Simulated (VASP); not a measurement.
Runs of VASP 6.6.1 on SrCa. The structure is that of space group Pm-3m (No. 221), or close to it. The cells are those of the table. 

```tsv
task	cell	cutoff (eV)	gap on the mesh (eV)	pressure (GPa)
single point	a = 4.382 Å, 2 atoms	520	none	0.0
single point	a = 4.353 Å, 2 atoms	520	none	(a)
relaxation of cell and atoms	relaxed from a = 4.630 Å, 2 atoms	600	none	0.0
single point	a = 4.411 Å, 2 atoms	520	none	-0.4
```

Alike in all rows: level LDA; potentials or basis VASP PAW LDA potentials, release 64 (Sr_sv, Ca_sv); no spin polarisation; k mesh 5 × 5 × 5; smearing methfessel-paxton 0.05 eV.

Q: Estimate the missing entries.

A: (a) 0.4.

A k mesh can miss the band edges, and the runs leave out spin-orbit coupling on Sr.

A gap of «none» marks levels without a gap at the run's occupations.
